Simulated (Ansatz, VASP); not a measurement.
## ZrC: VASP beside Ansatz

```
CELL_PARAMETERS angstrom
3.39148 0.00000 0.00000
-1.69574 2.93710 0.00000
0.00000 0.00000 5.29005
ATOMIC_POSITIONS crystal
Zr 0.66667 0.33333 0.75000
Zr 0.33333 0.66667 0.25000
C 0.00000 0.00000 0.50000
C 0.00000 0.00000 0.00000
```

Alike in both runs: functional PBEsol; k mesh 9 × 9 × 5; occupations fermi-dirac, width 0.05 eV; no spin polarisation.

```csv
,VASP,Ansatz
version,VASP 6.6.1,Ansatz 0.2.0
potentials or method,"VASP PAW PBE potentials, release 64 (Zr_sv, C), cutoff 520 eV","all-electron LAPW, scalar-relativistic"
task,single point,density of states
```

```csv
,VASP,Ansatz,Ansatz less VASP
gap on the k mesh at the Fermi level (eV),none,none,-
pressure (GPa),-7.5,-7.8,-0.28
"traceless stress, the component that is largest in VASP (GPa)",1.15,1.17,+0.019
```

VASP's potentials were made for PBE, not for PBEsol. A gap of «none» marks a metal or a gap that the smearing closes. Ansatz ran all-electron here, and VASP with PAW potentials.
